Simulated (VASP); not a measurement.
# AlNi3 (Pm-3m) in VASP: notebook

Aim: see how the results for AlNi3 move with the level of theory and the settings. Levels: PBE+U, PBEsol. Tasks: single point, vibrations by perturbation theory.

Everything below comes from runs of VASP 6.6.1. Logs are shortened: lines on timing, memory, paths and dates and some standing lists are left out, and cuts for length are marked.

### 1 The cell of the first run

Symmetry: Pm-3m, No. 221, cubic system. The conventional cell has a = 3.523 Å, b = 3.523 Å, c = 3.523 Å, α = 90.00°, β = 90.00°, γ = 90.00°. Ni (site symmetry 4/mmm) has 8 Ni at 2.49 Å and 4 Al at 2.49 Å within 3.3 Å. Al (site symmetry m-3m) has 12 Ni at 2.49 Å within 3.3 Å.

### 2 Single point, PBE+U, collinear spin, ferromagnetic start

INCAR reads:

```
  PREC = Accurate
  ENCUT = 590
  EDIFF = 1E-6
  ISMEAR = -1
  SIGMA = 0.05
  LREAL = F
  LASPH = T
  NELM = 200
  ALGO = Normal
  ISIF = 2
  LWAVE = F
  LCHARG = T
  ISPIN = 2
  MAGMOM = 1 1 1 0
  LORBIT = 11
  LMAXMIX = 4
  LDAU = T
  LDAUTYPE = 2
  LDAUL = 2 -1
  LDAUU = 5 0
  LDAUJ = 0 0
  LDAUPRINT = 1
  GGA = PE
  LELF = T
  LVHAR = T
  NBANDS = 40
  GGA_COMPAT = F
```

KPOINTS reads:

```
Automatic mesh
0
Gamma
  6 6 6
```

POSCAR reads:

```
AlNi3
1.0
    3.5230547267      0.0000000000      0.0000000000
    0.0000000000      3.5230547267      0.0000000000
    0.0000000000      0.0000000000      3.5230547267
Ni Al
3 1
Direct
    0.5000000000      0.5000000000      0.0000000000
    0.5000000000      0.0000000000      0.5000000000
    0.0000000000      0.5000000000      0.5000000000
    0.0000000000      0.0000000000      0.0000000000
```

Potentials or basis: VASP PAW PBE potentials, release 64 (Ni_sv_GW, Al).

Run with:

```console
> cat potpaw_PBE.64/Ni_sv_GW/POTCAR potpaw_PBE.64/Al/POTCAR > POTCAR
> mpirun -np 1 vasp_std > vasp.out
```

OUTCAR:

```text
PREC = Accurate
   ENCUT = 590
   EDIFF = 1E-6
   ISMEAR = -1
   LREAL = F
   LASPH = T
   NELM = 200
   ISIF = 2
   ISPIN = 2
   LORBIT = 11
   GGA = PE

 ion  position               nearest neighbor table
   1  0.500  0.500  0.000-   2 2.49   3 2.49   4 2.49   2 2.49   3 2.49   2 2.49   4 2.49   2 2.49
                             3 2.49   4 2.49   3 2.49   4 2.49
   2  0.500  0.000  0.500-   1 2.49   3 2.49   4 2.49   1 2.49   4 2.49   1 2.49   3 2.49   1 2.49
                             3 2.49   4 2.49   4 2.49   3 2.49
   3  0.000  0.500  0.500-   1 2.49   2 2.49   4 2.49   1 2.49   4 2.49   2 2.49   4 2.49   4 2.49
                             1 2.49   2 2.49   1 2.49   2 2.49
   4  0.000  0.000  0.000-   1 2.49   2 2.49   3 2.49   2 2.49   3 2.49   1 2.49   3 2.49   3 2.49
                             1 2.49   2 2.49   2 2.49   1 2.49

  LATTYP: Found a simple cubic cell.
 ALAT       =     3.5230547267

  Lattice vectors:

 A1 = (   3.5230547267,   0.0000000000,   0.0000000000)
 A2 = (   0.0000000000,   3.5230547267,   0.0000000000)
 A3 = (   0.0000000000,   0.0000000000,   3.5230547267)

Analysis of symmetry for initial positions (statically):
=====================================================================
 Subroutine PRICEL returns:
 Original cell was already a primitive cell.

 Routine SETGRP: Setting up the symmetry group for a
 simple cubic supercell.

 Subroutine GETGRP returns: Found 48 space group operations
 (whereof 48 operations were pure point group operations)
 out of a pool of 48 trial point group operations.

The static configuration has the point symmetry O_h .

Analysis of symmetry for dynamics (positions and initial velocities):
=====================================================================
 Subroutine PRICEL returns:
 Original cell was already a primitive cell.

 Routine SETGRP: Setting up the symmetry group for a
 simple cubic supercell.

 Subroutine GETGRP returns: Found 48 space group operations
 (whereof 48 operations were pure point group operations)
 out of a pool of 48 trial point group operations.

The dynamic configuration has the point symmetry O_h .

Analysis of structural, dynamic, and magnetic symmetry:
[... 247 lines left out ...]
  o =  0.8531  v =  1.0000  0.0000  0.0000  0.0000  0.0000  0.0000  0.0000  0.0000  0.0000  0.0000      0.0000  0.0000  0.0000  0.0000  0.0000  0.0000  0.0000  0.0000  0.0000  0.0000
  o =  0.8799  v =  0.0000  0.0000  0.0000  0.0000  0.0000  0.0000 -0.0000 -0.5000  0.0000  0.8660      0.0000  0.0000  0.0000  0.0000  0.0000  0.0000  0.0000  0.0000  0.0000  0.0000
  o =  0.8804  v =  0.0000  0.0000 -0.5000  0.0000  0.8660  0.0000  0.0000  0.0000  0.0000  0.0000      0.0000  0.0000  0.0000  0.0000  0.0000  0.0000  0.0000  0.0000  0.0000  0.0000

 number of electron      56.9999886 magnetization       1.2086733

 Free energy of the ion-electron system (eV)
  ---------------------------------------------------
  ext. energy  EPLUGINS =         0.00000000
  ---------------------------------------------------
  free energy    TOTEN  =       -12.86238453 eV

  energy without entropy =      -12.84517536  energy(sigma->0) =      -12.85377994

 E-fermi :   8.7800     XC(G=0): -13.2601

 val. band max:        8.7277140683   @ k =   0.5000   0.5000   0.0000
 cond. band min:       8.8051939801   @ k =   0.1667   0.1667   0.0000
 fundamental gap:      0.0774799118
 Fermi energy:         8.7800103202

 spin component 1

 k-point     1 :       0.0000    0.0000    0.0000
  band No.  band energies     occupation
      1     -93.7900      1.00000
      2     -93.7562      1.00000
      3     -93.7562      1.00000
      4     -54.3996      1.00000
      5     -54.3996      1.00000
      6     -54.3996      1.00000
[... 849 lines left out ...]
     39      29.0065      0.00000
     40      29.0083      0.00000
 Fermi energy:         8.7800103202

 spin component 2

 k-point     1 :       0.0000    0.0000    0.0000
  band No.  band energies     occupation
      1     -93.0682      1.00000
      2     -93.0335      1.00000
      3     -93.0335      1.00000
      4     -53.5793      1.00000
      5     -53.5793      1.00000
      6     -53.5793      1.00000
[... 849 lines left out ...]
     39      28.8121      0.00000
     40      28.8643      0.00000

------------------------ aborting loop because EDIFF is reached ----------------------------------------

  FORCE on cell =-STRESS in cart. coord.  units (eV):
  Direction    XX          YY          ZZ          XY          YZ          ZX
  --------------------------------------------------------------------------------------
  -------------------------------------------------------------------------------------
  Total        1.3310378      1.3310378      1.3310378      0.0000000      0.0000000     -0.0000000
  in kB       48.7688836     48.7688836     48.7688836      0.0000000      0.0000000     -0.0000000
  external PRESSURE =      48.7688836 kB  Pullay stress =       0.0000000 kB

 VOLUME and BASIS-vectors are now :
 -----------------------------------------------------------------------------
  energy-cutoff  :      590.00
  volume of cell :       43.73
      direct lattice vectors                 reciprocal lattice vectors
     3.523054727  0.000000000  0.000000000     0.283844583  0.000000000  0.000000000
     0.000000000  3.523054727  0.000000000     0.000000000  0.283844583  0.000000000
     0.000000000  0.000000000  3.523054727     0.000000000  0.000000000  0.283844583

 POSITION                                       TOTAL-FORCE (eV/Angst)
 -----------------------------------------------------------------------------------
      1.76153      1.76153      0.00000         0.000000      0.000000      0.000000
      1.76153      0.00000      1.76153         0.000000      0.000000      0.000000
      0.00000      1.76153      1.76153         0.000000      0.000000      0.000000
      0.00000      0.00000      0.00000         0.000000      0.000000      0.000000
 -----------------------------------------------------------------------------------
    total drift:                                0.000000      0.000000      0.000000

  FREE ENERGIE OF THE ION-ELECTRON SYSTEM (eV)
  ---------------------------------------------------
  free  energy   TOTEN  =       -12.8623845266 eV

  energy  without entropy=      -12.8451753552  energy(sigma->0) =      -12.85377994

 total charge

# of ion       s       p       d       f       tot
--------------------------------------------------
    1        2.237   6.319   7.935   0.004  16.495
    2        2.237   6.319   7.935   0.004  16.495
    3        2.237   6.319   7.935   0.004  16.495
    4        0.420   0.394   0.000   0.000   0.814
--------------------------------------------------
tot          7.131  19.351  23.806   0.011  50.299

 magnetization (x)

# of ion       s       p       d       f       tot
--------------------------------------------------
    1       -0.008  -0.038   0.583  -0.000   0.537
    2       -0.008  -0.038   0.583  -0.000   0.537
    3       -0.008  -0.038   0.583  -0.000   0.537
    4       -0.008  -0.026   0.000   0.000  -0.034
--------------------------------------------------
tot         -0.032  -0.141   1.749  -0.001   1.575
```

Wall time 60 s (1 thread of Intel Xeon 6975P-C (Granite Rapids), shared host); peak memory 0.22 GiB.

Results:

```
Free energy                                           : -12.8624 eV
Pressure                                              : 4.9 GPa
Net moment                                            : 1.21 μB per cell
Site moments                                          : Ni +0.54; Al -0.03 μB
Valence electrons inside the program's atomic spheres : Ni 16.50; Al 0.81
```

Eigenvalues of the final occupation matrices:
```
    site  spin  trace               eigenvalues
site 1 d     1   4.28  0.84 0.85 0.85 0.85 0.88
site 1 d     2   3.69  0.58 0.58 0.81 0.84 0.88
site 2 d     1   4.28  0.84 0.85 0.85 0.85 0.88
site 2 d     2   3.69  0.58 0.58 0.81 0.84 0.88
site 3 d     1   4.28  0.84 0.85 0.85 0.85 0.88
site 3 d     2   3.69  0.58 0.58 0.81 0.84 0.88
```

Caveat: the U is typed as a test and isn't derived for this compound. The state reached can hang on the start; a lower one may exist.

### 3 Vibrations by perturbation theory, PBEsol, collinear spin, ferromagnetic start

INCAR reads:

```
SYSTEM = AlNi3
ALGO = Normal
EDIFF = 1E-8
ENCUT = 520
GGA = PS
IBRION = 8
ISIF = 2
ISMEAR = -1
ISPIN = 2
LASPH = .TRUE.
LCHARG = .TRUE.
LMAXMIX = 4
LORBIT = 11
LREAL = .FALSE.
LWAVE = .FALSE.
MAGMOM = 1 1 1 0
NELM = 150
NSW = 1
PREC = Accurate
SIGMA = 0.05
```

KPOINTS reads:

```
k-points
0
G
  6 6 6
  0 0 0
```

POSCAR is that of step 2.

Potentials or basis: VASP PAW PBE potentials, release 64 (Ni, Al).

Run with:

```console
> cat potpaw_PBE.64/Ni/POTCAR potpaw_PBE.64/Al/POTCAR > POTCAR
> mpirun -np 1 vasp_std > vasp.out
```

OUTCAR:

```text
SYSTEM = AlNi3
   EDIFF = 1E-8
   ENCUT = 520
   GGA = PS
   IBRION = 8
   ISIF = 2
   ISMEAR = -1
   ISPIN = 2
   LASPH = .TRUE.
   LORBIT = 11
   LREAL = .FALSE.
   NELM = 150
   NSW = 1
   PREC = Accurate

 ion  position               nearest neighbor table
   1  0.500  0.500  0.000-   2 2.49   3 2.49   4 2.49   2 2.49   3 2.49   2 2.49   4 2.49   2 2.49
                             3 2.49   4 2.49   3 2.49   4 2.49
   2  0.500  0.000  0.500-   1 2.49   3 2.49   4 2.49   1 2.49   4 2.49   1 2.49   3 2.49   1 2.49
                             3 2.49   4 2.49   4 2.49   3 2.49
   3  0.000  0.500  0.500-   1 2.49   2 2.49   4 2.49   1 2.49   4 2.49   2 2.49   4 2.49   4 2.49
                             1 2.49   2 2.49   1 2.49   2 2.49
   4  0.000  0.000  0.000-   1 2.49   2 2.49   3 2.49   2 2.49   3 2.49   1 2.49   3 2.49   3 2.49
                             1 2.49   2 2.49   2 2.49   1 2.49

  LATTYP: Found a simple cubic cell.
 ALAT       =     3.5230547267

[... 1280 lines left out ...]
  4Y    -0.000000    4.424982    0.000000    0.000000   -0.398366   -0.000000    0.000000    4.424982    0.000000    0.000000   -8.451598    0.000000
  4Z    -0.000000   -0.000000   -0.398366    0.000000    0.000000    4.424982    0.000000    0.000000    4.424982    0.000000    0.000000   -8.451598

 Eigenvectors and eigenvalues of the dynamical matrix
 ----------------------------------------------------

   1 f  =   10.243904 THz    64.364344 2PiTHz  341.699842 cm-1    42.365362 meV
             X         Y         Z           dx          dy          dz
      1.761527  1.761527  0.000000    -0.113516    0.380924   -0.000000
      1.761527  0.000000  1.761527    -0.113516   -0.252505    0.000000
      0.000000  1.761527  1.761527     0.075247    0.380924    0.000000
      0.000000  0.000000  0.000000     0.223892   -0.751315   -0.000000
[... 71 lines left out ...]
  12 f/i=    0.000897 THz     0.005639 2PiTHz    0.029937 cm-1     0.003712 meV
             X         Y         Z           dx          dy          dz
      1.761527  1.761527  0.000000     0.268090    0.229024   -0.405909
      1.761527  0.000000  1.761527     0.268090    0.229065   -0.405838
      0.000000  1.761527  1.761527     0.268137    0.229024   -0.405838
      0.000000  0.000000  0.000000     0.181732    0.155250   -0.275107

--------------------------------------------------------------------------------------------------------

 ELASTIC MODULI CONTR FROM IONIC RELAXATION (kBar)
 Direction    XX          YY          ZZ          XY          YZ          ZX
 --------------------------------------------------------------------------------
 XX           0.0000      0.0000      0.0000      0.0000      0.0000      0.0000
 YY           0.0000      0.0000      0.0000      0.0000      0.0000      0.0000
 ZZ           0.0000      0.0000      0.0000      0.0000      0.0000      0.0000
 XY           0.0000      0.0000      0.0000      0.0000      0.0000      0.0000
 YZ           0.0000      0.0000      0.0000      0.0000      0.0000      0.0000
 ZX           0.0000      0.0000      0.0000      0.0000      0.0000      0.0000
 --------------------------------------------------------------------------------

 total charge

# of ion       s       p       d       tot
------------------------------------------
    1        0.511   0.550   8.395   9.455
    2        0.511   0.550   8.395   9.455
    3        0.511   0.550   8.395   9.455
    4        0.410   0.404   0.000   0.815
--------------------------------------------------
tot          1.943   2.054  25.185  29.181

 magnetization (x)

# of ion       s       p       d       tot
------------------------------------------
    1       -0.002  -0.007   0.240   0.231
    2       -0.002  -0.007   0.240   0.231
    3       -0.002  -0.007   0.240   0.231
    4       -0.000  -0.008   0.000  -0.008
--------------------------------------------------
tot         -0.007  -0.029   0.720   0.684
```

OSZICAR:

```text
N       E                     dE             d eps       ncg     rms          rms(c)
DAV:   1     0.191855073600E+03    0.19186E+03   -0.14908E+04  1768   0.196E+03
DAV:   2    -0.196223483389E+02   -0.21148E+03   -0.20145E+03  1766   0.346E+02
DAV:   3    -0.288077977942E+02   -0.91854E+01   -0.88119E+01  1988   0.101E+02
DAV:   4    -0.289529377398E+02   -0.14514E+00   -0.14474E+00  2084   0.112E+01
[... 65 lines left out ...]
RMM:   7    -0.778300260010E-02   -0.19702E-05   -0.14269E-07  5506   0.308E-03    0.169E-03
RMM:   8    -0.778343111687E-02   -0.42852E-06   -0.16700E-08  5343   0.101E-03    0.538E-04
RMM:   9    -0.778329112949E-02    0.13999E-06    0.55475E-09  4483   0.893E-04    0.233E-04
RMM:  10    -0.778326850219E-02    0.22627E-07   -0.87035E-09  4528   0.532E-04    0.100E-04
RMM:  11    -0.778327623104E-02   -0.77289E-08    0.18693E-09  5532   0.185E-04    0.424E-05
 Linear response finished
```

Wall time 11 min (1 thread of Oxide Virtual Turin-like, shared host); peak memory 0.33 GiB.

Results:

* Net moment: 0.66 μB per cell
* Site moments: Ni +0.23; Al -0.01 μB
* Valence electrons inside the program's atomic spheres: Ni 9.46; Al 0.81
* Highest phonon frequency at Γ, LO-TO splitting left out: 342 cm⁻¹

Phonon frequencies in cm⁻¹ (negative: imaginary):
```csv
q point,frequencies
"(0.000, 0.000, 0.000)",0 0 0 211 211 211 231 231 231 342 342 342
```

Caveat: the PAW data sets were made with another functional, which shifts forces and pressure a little.
